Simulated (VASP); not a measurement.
PtSe2, 3 atoms in the cell. It takes space group P-3m1 (No. 164, trigonal). The conventional cell has a = 3.724 Å, b = 3.724 Å, c = 4.657 Å, α = 90.00°, β = 90.00°, γ = 120.00°. Pt (site symmetry -3m) has 6 Se at 2.45 Å within 3.2 Å. Within 3.2 Å of Se (site symmetry 3m) lie 3 Pt at 2.45 Å and 6 Se at 3.17 Å.  This cell differs from its parent crystal: strain +0.000 along x and y, -0.080 along z.

| Quantity | Value |
| --- | --- |
| Program | VASP 6.6.1 |
| Task | single point |
| Functional | PBEsol |
| Potentials or basis | VASP PAW PBE potentials, release 64 (Pt, Se) |
| Cutoff | 520 eV |
| k mesh | 12 × 12 × 10 |
| Occupations | gaussian, width 0.15 eV |
| Spin | no spin polarisation |
| Dipole correction | no |
| Further INCAR settings | ALGO = Normal; EDIFF = 1e-06; NBANDS = 18 |

Potentials or basis: VASP PAW PBE potentials, release 64 (Pt, Se).

The run is started by

```bash
$ cat potpaw_PBE.64/Pt/POTCAR potpaw_PBE.64/Se/POTCAR > POTCAR
$ mpirun -np 1 vasp_std > vasp.out
```

Hardware: 1 thread of Intel(R) Xeon(R) 6975P-C (Granite Rapids) (shared host).

Problem. Estimate the wall time of this run.

Solution. Run time: 48 s on 1 thread of Intel(R) Xeon(R) 6975P-C (Granite Rapids) (shared host), peak memory 0.29 GiB. Counts: scf iterations 13, k points 162.
